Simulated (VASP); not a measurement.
# Ir in VASP: notebook

Runs on Ir. Level: PBE. Tasks: single point.

Everything below comes from runs of VASP 6.6.1. Logs are shortened: lines on timing, memory, paths and dates and some standing lists are left out, and cuts for length are marked.

### Step 1. The cell of the first run

The cell holds a wire with vacuum, 7 atoms: a = 12.900 Å, b = 13.200 Å, c = 3.538 Å, α = 90.00°, β = 90.00°, γ = 90.00°.

### Step 2. Single point, PBE

INCAR

```
ALGO = Normal ; EDIFF = 1E-7
ENCUT = 520 ; GGA = PE
ISIF = 2 ; ISMEAR = 0
LASPH = T ; LCHARG = F
LREAL = F ; LWAVE = F
NBANDS = 40 ; NELM = 80
PREC = Accurate ; SIGMA = 0.05
```

KPOINTS

```
k-points
0
Gamma
  1 1 14
```

POSCAR

```
Ir
1.0
   12.9000000000      0.0000000000      0.0000000000
    0.0000000000     13.2000000000      0.0000000000
    0.0000000000      0.0000000000      3.5375848939
Ir
7
Direct
    0.3546777260      0.5000000000      0.0000000000
    0.6469358174      0.5000000000      0.0000000000
    0.6486117065      0.3596114989      0.5000000000
    0.6486117065      0.6403885011      0.5000000000
    0.4889143704      0.5000000000      0.5000000000
    0.5061499560      0.3578028542      0.0000000000
    0.5061499560      0.6421971458      0.0000000000
```

Potentials or basis: VASP PAW PBE potentials, release 64 (Ir).

Launch:

```bash
$ cat potpaw_PBE.64/Ir/POTCAR > POTCAR
$ mpirun -np 1 vasp_std > vasp.out
```

OUTCAR:

```text
EDIFF = 1E-7
   ENCUT = 520
   GGA = PE
   ISIF = 2
   ISMEAR = 0
   LASPH = T
   LREAL = F
   NELM = 80
   PREC = Accurate

 ion  position               nearest neighbor table
   1  0.355  0.500  0.000-   5 2.48   5 2.48   7 2.71   6 2.71
   2  0.647  0.500  0.000-   3 2.56   4 2.56   3 2.56   4 2.56   6 2.61   7 2.61   5 2.70   5 2.70

   3  0.649  0.360  0.500-   6 2.55   6 2.55   2 2.56   2 2.56   5 2.77
   4  0.649  0.640  0.500-   7 2.55   7 2.55   2 2.56   2 2.56   5 2.77
   5  0.489  0.500  0.500-   1 2.48   1 2.48   7 2.59   6 2.59   6 2.59   7 2.59   2 2.70   2 2.70
                             3 2.77   4 2.77
   6  0.506  0.358  0.000-   3 2.55   3 2.55   5 2.59   5 2.59   2 2.61   1 2.71
   7  0.506  0.642  0.000-   4 2.55   4 2.55   5 2.59   5 2.59   2 2.61   1 2.71

  LATTYP: Found a simple orthorhombic cell.
 ALAT       =     3.5375848939
 B/A-ratio  =     3.6465555985
 C/A-ratio  =     3.7313592171

  Lattice vectors:

 A1 = (   0.0000000000,   0.0000000000,   3.5375848939)
 A2 = (  12.9000000000,   0.0000000000,   0.0000000000)
 A3 = (   0.0000000000,  13.2000000000,   0.0000000000)

Analysis of symmetry for initial positions (statically):
=====================================================================
 Subroutine PRICEL returns:
 Original cell was already a primitive cell.

 Routine SETGRP: Setting up the symmetry group for a
 simple orthorhombic supercell.

 Subroutine GETGRP returns: Found  4 space group operations
 (whereof  4 operations were pure point group operations)
 out of a pool of  8 trial point group operations.

The static configuration has the point symmetry C_2v.

Analysis of symmetry for dynamics (positions and initial velocities):
=====================================================================
 Subroutine PRICEL returns:
 Original cell was already a primitive cell.

 Routine SETGRP: Setting up the symmetry group for a
 simple orthorhombic supercell.

 Subroutine GETGRP returns: Found  4 space group operations
 (whereof  4 operations were pure point group operations)
 out of a pool of  8 trial point group operations.

The dynamic configuration has the point symmetry C_2v.

 Subroutine INISYM returns: Found  4 space group operations
 (whereof  4 operations are pure point group operations),
 and found     1 'primitive' translations

----------------------------------------------------------------------------------------

                                     Primitive cell

  volume of cell :     602.3800

  direct lattice vectors                    reciprocal lattice vectors
    12.900000000  0.000000000  0.000000000     0.077519380  0.000000000  0.000000000
     0.000000000 13.200000000  0.000000000     0.000000000  0.075757576  0.000000000
     0.000000000  0.000000000  3.537584894     0.000000000  0.000000000  0.282678729

  length of vectors
    12.900000000 13.200000000  3.537584894     0.077519380  0.075757576  0.282678729

  position of ions in fractional coordinates (direct lattice)
     0.354677726  0.500000000  0.000000000
     0.646935817  0.500000000  0.000000000
     0.648611706  0.359611499  0.500000000
     0.648611706  0.640388501  0.500000000
     0.488914370  0.500000000  0.500000000
     0.506149956  0.357802854  0.000000000
     0.506149956  0.642197146  0.000000000

  ion indices of the primitive-cell ions
   primitive index   ion index
                 1           1
                 2           2
                 3           3
                 4           4
                 5           5
                 6           6
                 7           7

----------------------------------------------------------------------------------------

 KPOINTS: k-points

Automatic generation of k-mesh.
 Grid dimensions read from file:
 generate k-points for:    1    1   14

 Generating k-lattice:

  Cartesian coordinates                     Fractional coordinates (reciprocal lattice)
     0.077519380  0.000000000  0.000000000     1.000000000  0.000000000  0.000000000
     0.000000000  0.075757576  0.000000000     0.000000000  1.000000000  0.000000000
     0.000000000  0.000000000  0.020191338     0.000000000  0.000000000  0.071428571

  Length of vectors
     0.077519380  0.075757576  0.020191338

  Shift w.r.t. Gamma in fractional coordinates (k-lattice)
     0.000000000  0.000000000  0.000000000

 Subroutine IBZKPT returns following result:
 ===========================================

 Found      8 irreducible k-points:

 Following reciprocal coordinates:
            Coordinates               Weight
  0.000000  0.000000  0.000000      1.000000
  0.000000  0.000000  0.071429      2.000000
  0.000000  0.000000  0.142857      2.000000
  0.000000  0.000000  0.214286      2.000000
  0.000000  0.000000  0.285714      2.000000
  0.000000  0.000000  0.357143      2.000000
  0.000000  0.000000  0.428571      2.000000
  0.000000  0.000000  0.500000      1.000000
   k-points           NKPTS =      8   k-points in BZ     NKDIM =      8   number of bands    NBANDS=     40
   number of dos      NEDOS =    301   number of ions     NIONS =      7
   total plane-waves  NPLWV = 263424
   dimension x,y,z NGX =    96 NGY =   98 NGZ =   28
   dimension x,y,z NGXF=   192 NGYF=  196 NGZF=   56
   ions per type =               7
   NGX,Y,Z   is equivalent  to a cutoff of  12.37, 12.34, 13.16 a.u.
   NGXF,Y,Z  is equivalent  to a cutoff of  24.74, 24.69, 26.32 a.u.
 SYSTEM =  unknown system
   PREC   = accura    normal or accurate (medium, high low for compatibility)
   ISTART =      0    job   : 0-new  1-cont  2-samecut
   ICHARG =      2    charge: 1-file 2-atom 10-const
   ISPIN  =      1    spin polarized calculation?
   LNONCOLLINEAR =      F non collinear calculations
   LSORBIT =      F    spin-orbit coupling
   LASPH  =      T    aspherical Exc in radial PAW
   ENCUT  =  520.0 eV  38.22 Ry    6.18 a.u.  23.99 24.54  6.58*2*pi/ulx,y,z
   NELM   =     80;   NELMIN=  2; NELMDL= -5     # of ELM steps
   EDIFF  = 0.1E-06   stopping-criterion for ELM
   LREAL  =      F    real-space projection
   EDIFFG = 0.1E-05   stopping-criterion for IOM
   NSW    =      0    number of steps for IOM
   IBRION =     -1    ionic relax: 0-MD 1-quasi-New 2-CG
   NFREE  =      0    steps in history (QN), initial steepest desc. (CG)
   ISIF   =      2    stress and relaxation
   ISYM   =      2    0-nonsym 1-usesym 2-fastsym
   POTIM  = 0.5000    time-step for ionic-motion
   TEBEG  =    0.0;   TEEND  =   0.0 temperature during run
   PSTRESS=    0.0 pullay stress
   NELECT =      63.0000    total number of electrons
   NUPDOWN=      -1.0000    fix difference up-down
   EMIN   =  10.00;   EMAX   =-10.00  energy-range for DOS
   EFERMI =   0.00;   METHOD = LEGACY
   ISMEAR =     0;   SIGMA  =   0.05  broadening in eV -4-tet -1-fermi 0-gaus
   EFERMI_NEDOS =   21; number of points for ismear=-14 and -15
   IALGO  =     38    algorithm
   IMIX   =      4    mixing-type and parameters
     AMIX     =   0.40;   BMIX     =  1.00
     AMIX_MAG =   1.60;   BMIX_MAG =  1.00
  volume/ion in A,a.u.               =      86.05       580.72
  Fermi-wavevector in a.u.,A,eV,Ry     =   0.771315  1.457573  8.094461  0.594926
  Thomas-Fermi vector in A             =   1.872706
   LORBIT       =      0    0 simple, 1 ext, 2 COOP (PROOUT), +10 PAW based schemes
   GGA     = PE    functional components
   LHFCALC =     F    Hartree Fock is set to
   AEXX    =    0.0000 exact exchange contribution
   IVDW    =     0    specifies the selected vdW correction
   LEPSILON=     F    determine dielectric tensor
   LRPA    =     F    only Hartree local field effects (RPA)
 non-spin polarized calculation
 Gauss-broadening in eV      SIGMA  =   0.05
  energy-cutoff  :      520.00
  volume of cell :      602.38
 maximum number of plane-waves:     16267
 NGX is ok and might be reduce to    96
   NGX = 47   NGY = 49   NGZ = 13

 number of electron      63.0000003 magnetization

 Free energy of the ion-electron system (eV)
  ---------------------------------------------------
  ext. energy  EPLUGINS =         0.00000000
  ---------------------------------------------------
  free energy    TOTEN  =       -47.37615171 eV

  energy without entropy =      -47.35575344  energy(sigma->0) =      -47.36595257

 E-fermi :  -2.4036     XC(G=0):  -3.7573

 val. band max:       -2.4100915735   @ k =   0.0000   0.0000   0.2857
 cond. band min:      -2.3795447492   @ k =   0.0000   0.0000   0.3571
 fundamental gap:      0.0305468243
 Fermi energy:        -2.4035559209

 k-point     1 :       0.0000    0.0000    0.0000
  band No.  band energies     occupation
      1     -11.0710      2.00000
      2      -9.4080      2.00000
      3      -8.6691      2.00000
      4      -8.5785      2.00000
      5      -8.5093      2.00000
      6      -8.3394      2.00000
[... 32 lines left out ...]
     39      -1.1605      0.00000
     40      -1.1057      0.00000

 k-point     2 :       0.0000    0.0000    0.0714
  band No.  band energies     occupation
      1     -11.0007      2.00000
      2      -9.3410      2.00000
      3      -8.6590      2.00000
      4      -8.5182      2.00000
      5      -8.4883      2.00000
      6      -8.3540      2.00000
[... 32 lines left out ...]
     39      -1.2007      0.00000
     40      -1.0631      0.00000

 k-point     3 :       0.0000    0.0000    0.1429
  band No.  band energies     occupation
      1     -10.7962      2.00000
      2      -9.1474      2.00000
      3      -8.6358      2.00000
      4      -8.5112      2.00000
      5      -8.3925      2.00000
      6      -8.3258      2.00000
[... 165 lines left out ...]
  band No.  band energies     occupation
      1      -9.3454      2.00000
      2      -8.9074      2.00000
      3      -8.6301      2.00000
      4      -8.5632      2.00000
      5      -7.6730      2.00000
      6      -7.4262      2.00000
[... 32 lines left out ...]
     39      -1.0093      0.00000
     40       0.2157      0.00000

 k-point     8 :       0.0000    0.0000    0.5000
  band No.  band energies     occupation
      1      -9.1324      2.00000
      2      -9.0404      2.00000
      3      -8.6370      2.00000
      4      -8.5707      2.00000
      5      -7.5760      2.00000
      6      -7.2180      2.00000
[... 32 lines left out ...]
     39      -0.3005      0.00000
     40      -0.2231      0.00000

------------------------ aborting loop because EDIFF is reached ----------------------------------------

  FORCE on cell =-STRESS in cart. coord.  units (eV):
  Direction    XX          YY          ZZ          XY          YZ          ZX
  --------------------------------------------------------------------------------------
  -------------------------------------------------------------------------------------
  Total        0.3817924      0.4397323      0.4220202      0.0000000      0.0000000      0.0000000
  in kB        1.0154705      1.1695760      1.1224663      0.0000000      0.0000000      0.0000000
  external PRESSURE =       1.1025043 kB  Pullay stress =       0.0000000 kB

 VOLUME and BASIS-vectors are now :
 -----------------------------------------------------------------------------
  energy-cutoff  :      520.00
  volume of cell :      602.38
      direct lattice vectors                 reciprocal lattice vectors
    12.900000000  0.000000000  0.000000000     0.077519380  0.000000000  0.000000000
     0.000000000 13.200000000  0.000000000     0.000000000  0.075757576  0.000000000
     0.000000000  0.000000000  3.537584894     0.000000000  0.000000000  0.282678729

 POSITION                                       TOTAL-FORCE (eV/Angst)
 -----------------------------------------------------------------------------------
      4.57534      6.60000      0.00000        -0.050440      0.000000     -0.000000
      8.34547      6.60000      0.00000         0.078339      0.000000     -0.000000
      8.36709      4.74687      1.76879         0.056412     -0.053251      0.000000
      8.36709      8.45313      1.76879         0.056412      0.053251     -0.000000
      6.30700      6.60000      1.76879        -0.049740      0.000000     -0.000000
      6.52933      4.72300      0.00000        -0.045492     -0.078265     -0.000000
      6.52933      8.47700      0.00000        -0.045492      0.078265      0.000000
 -----------------------------------------------------------------------------------
    total drift:                                0.000124     -0.000000      0.000000

  FREE ENERGIE OF THE ION-ELECTRON SYSTEM (eV)
  ---------------------------------------------------
  free  energy   TOTEN  =       -47.3761517066 eV

  energy  without entropy=      -47.3557534351  energy(sigma->0) =      -47.36595257
```

Run time: 8.1 min. Hardware: 1 thread of Intel Xeon 6975P-C, shared host; peak memory 0.63 GiB.

Results:

```
Free energy   : -47.3762 eV
Largest force : 0.091 eV/Å
```

Forces in eV/Å, atoms in the order of the input:
```
Ir  -0.050  0.000  0.000
Ir   0.078  0.000  0.000
Ir   0.056 -0.053  0.000
Ir   0.056  0.053  0.000
Ir  -0.050  0.000  0.000
Ir  -0.045 -0.078  0.000
Ir  -0.045  0.078  0.000
```

Levels at points of the mesh, in eV from the Fermi level:
```tsv
k point	band 28	band 29	band 30	band 31	band 32	band 33	band 34	band 35
(0.00, 0.00, 0.00)	-0.31	-0.22	-0.04	-0.01	0.32	0.47	0.49	0.56
(0.00, 0.00, 0.50)	-0.65	-0.47	-0.28	-0.23	-0.13	-0.07	0.06	0.49
```

Caveat: spin-orbit coupling is left out, which moves the levels of the heavy elements.

### Step 3. Single point, PBE

This run uses another cell than the first one, of 94.16 Å³/atom, 1.094 times its volume.

INCAR

```
SYSTEM = Ir
PREC = Accurate
ENCUT = 520
EDIFF = 1E-6
ISMEAR = 0
SIGMA = 0.05
LREAL = .False.
LASPH = .True.
NELM = 80
ALGO = Normal
ISIF = 2
LWAVE = .False.
LCHARG = .False.
GGA = PE
NBANDS = 40
```

KPOINTS

```
Automatic mesh
0
Gamma
  1 1 14
  0 0 0
```

POSCAR

```
Ir
1.0
   12.9000000000      0.0000000000      0.0000000000
    0.0000000000     13.2000000000      0.0000000000
    0.0000000000      0.0000000000      3.8706609772
Ir
7
Direct
    0.3499743807      0.5000000000      0.0000000000
    0.6500256193      0.5000000000      0.0000000000
    0.6500256193      0.3533840539      0.5000000000
    0.6500256193      0.6466159461      0.5000000000
    0.5000000000      0.5000000000      0.5000000000
    0.5000000000      0.3533840539      0.0000000000
    0.5000000000      0.6466159461      0.0000000000
```

Potentials or basis: VASP PAW PBE potentials, release 64 (Ir).

Launch:

```bash
$ cat potpaw_PBE.64/Ir/POTCAR > POTCAR
$ mpirun -np 1 vasp_std > vasp.out
```

Run time: 11 min. Hardware: 1 thread of Intel Xeon 6975P-C, shared host; peak memory 0.67 GiB.

Results (log left out):

| Item | Value |
| --- | --- |
| Free energy | -45.5046 eV |
| Largest force | 3.041 eV/Å |

Forces on the atoms (eV/Å):
```
Ir   3.041  0.000  0.000
Ir  -1.555  0.000  0.000
Ir  -1.775  1.786  0.000
Ir  -1.775 -1.786  0.000
Ir  -0.807  0.000  0.000
Ir   1.436  2.552  0.000
Ir   1.436 -2.552  0.000
```

Levels at points of the mesh, in eV from the Fermi level:
| k point | band 28 | band 29 | band 30 | band 31 | band 32 | band 33 | band 34 | band 35 |
| --- | --- | --- | --- | --- | --- | --- | --- | --- |
| (0.00, 0.00, 0.00) | -0.32 | -0.14 | -0.01 | 0.10 | 0.21 | 0.24 | 0.28 | 0.34 |
| (0.00, 0.00, 0.50) | -0.49 | -0.32 | -0.18 | -0.15 | -0.14 | -0.02 | 0.14 | 0.24 |

Caveat: spin-orbit coupling is left out, which moves the levels of the heavy elements.
